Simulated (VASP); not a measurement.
Write the native input for VASP 6.6.1 that does the following.

```
Task                   : single point
Functional             : r2SCAN
Potentials or basis    : VASP PAW PBE potentials, release 64 (Li_sv, H)
Cutoff                 : 520 eV
k mesh                 : 8 × 8 × 8
Occupations            : gaussian, width 0.1 eV
Spin                   : no spin polarisation
Dipole correction      : no
Further INCAR settings : ALGO = Normal; EDIFF = 1e-07; NBANDS = 9
```

Crystal: LiH.

```
Li H
1.0
     0.00000    2.03250    2.03250
     2.03250    0.00000    2.03250
     2.03250    2.03250    0.00000
Li H
1 1
Direct
  0.00000 0.00000 0.00000
  0.50000 0.50000 0.50000
```

One way to write it, as run:

POSCAR

```
LiH
1.0
    0.0000000000      2.0325000000      2.0325000000
    2.0325000000      0.0000000000      2.0325000000
    2.0325000000      2.0325000000      0.0000000000
Li H
1 1
Direct
    0.0000000000      0.0000000000      0.0000000000
    0.5000000000      0.5000000000      0.5000000000
```

INCAR.step1

```
SYSTEM = LiH
  PREC = Accurate
  ENCUT = 520
  ISMEAR = 0
  SIGMA = 0.1
  LREAL = .False.
  LASPH = .True.
  NELM = 80
  NBANDS = 9
  GGA = PE
  ALGO = Normal
  EDIFF = 1E-4
  LWAVE = .True.
  LCHARG = .False.
```

INCAR.step2

```
SYSTEM = LiH
  PREC = Accurate
  ENCUT = 520
  EDIFF = 1E-7
  ISMEAR = 0
  SIGMA = 0.1
  LREAL = .False.
  LASPH = .True.
  NELM = 80
  ALGO = Normal
  ISIF = 2
  LWAVE = .False.
  LCHARG = .True.
  METAGGA = R2SCAN
  LMIXTAU = .True.
  LELF = .True.
  LVHAR = .True.
  NBANDS = 9
  ISTART = 1
```

KPOINTS

```
regular mesh
0
Gamma
  8 8 8
  0 0 0
```

Potentials or basis: VASP PAW PBE potentials, release 64 (Li_sv, H).

Run with:

```bash
$ cat potpaw_PBE.64/Li_sv/POTCAR potpaw_PBE.64/H/POTCAR > POTCAR
$ cp INCAR.step1 INCAR
$ mpirun -np 1 vasp_std > vasp.out
$ cp INCAR.step2 INCAR
$ mpirun -np 1 vasp_std > vasp.out
```

It gave:

```
Band gap on the k mesh : 3.60 eV, direct
```

Run time: 30 s on 1 thread of AMD EPYC 7R13 Processor (Zen 3) (shared host), peak memory 0.1 GiB.
